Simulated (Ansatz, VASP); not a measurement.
Two plane-wave programs on MgO

```
CELL_PARAMETERS angstrom
3.51852 0.00000 0.00000
-1.75926 3.04713 0.00000
0.00000 0.00000 4.22676
ATOMIC_POSITIONS crystal
Mg 0.33333 0.66667 0.25000
Mg 0.66667 0.33333 0.75000
O 0.66667 0.33333 0.25000
O 0.33333 0.66667 0.75000
```

Alike in both runs: task single point; functional r2SCAN; k mesh 9 × 9 × 6; no spin polarisation.

```csv
,VASP,Ansatz
version,VASP 6.6.1,Ansatz 0.2.0
potentials or method,"VASP PAW PBE potentials, release 64 (Mg, O)","plane waves, PAW"
plane-wave cutoff (eV),520,500
occupations,"gaussian, width 0.01 eV",fixed
valence electrons in the cell,16,32
```

|  | VASP | Ansatz | Ansatz less VASP |
| --- | --- | --- | --- |
| gap on the k mesh at the Fermi level (eV) | 3.92 | 3.94 | +0.014 |
| pressure (GPa) | -4.6 | -3.8 | +0.82 |
| traceless stress, the component that is largest in VASP (GPa) | -0.35 | -0.18 | +0.169 |

VASP's potentials were made for PBE, not for r2SCAN. VASP's potentials hold 16 valence electrons a cell and Ansatz's 32, so a difference there can come from the potentials and not from the codes.
